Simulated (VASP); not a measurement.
Au:

```
Au
1.0
     0.00000    2.07619    2.07619
     2.07619    0.00000    2.07619
     2.07619    2.07619    0.00000
Au
1
Direct
  0.00000 0.00000 0.00000
```

| Quantity | Value |
| --- | --- |
| Program | VASP 6.6.1 |
| Task | relaxation of cell and atoms |
| Functional | r2SCAN |
| Potentials or basis | VASP PAW PBE potentials, release 64 (Au) |
| Cutoff | 600 eV |
| k mesh | 14 × 14 × 14 |
| Occupations | fermi-dirac, width 0.0994 eV |
| Spin | no spin polarisation |

At the start: pressure -2.6 GPa; volume 17.90 Å³/atom.

Problem. How do energy, volume and symmetry change on relaxing?

Solution. Over 3 steps the energy falls by 2.7 meV/atom and the volume is 17.58 Å³/atom (-1.8 %); space group Fm-3m (No. 225, to 0.05 Å).

Step by step:
```tsv
step	energy change (eV)	largest force (eV/Å)	pressure (GPa)	volume (Å³)
1	0.0000	0.0000	-2.58	17.90
2	0.0023	0.0000	3.97	17.16
3	-0.0027	0.0000	0.01	17.58
```

Final structure:
```xyz
1
Lattice="0.0000 2.0638 2.0638 2.0638 0.0000 2.0638 2.0638 2.0638 0.0000" Properties=species:S:1:pos:R:3 pbc="T T T"
Au    0.0000    0.0000    0.0000
```

Caveat: the PAW data sets were made with another functional, which shifts forces and pressure a little.
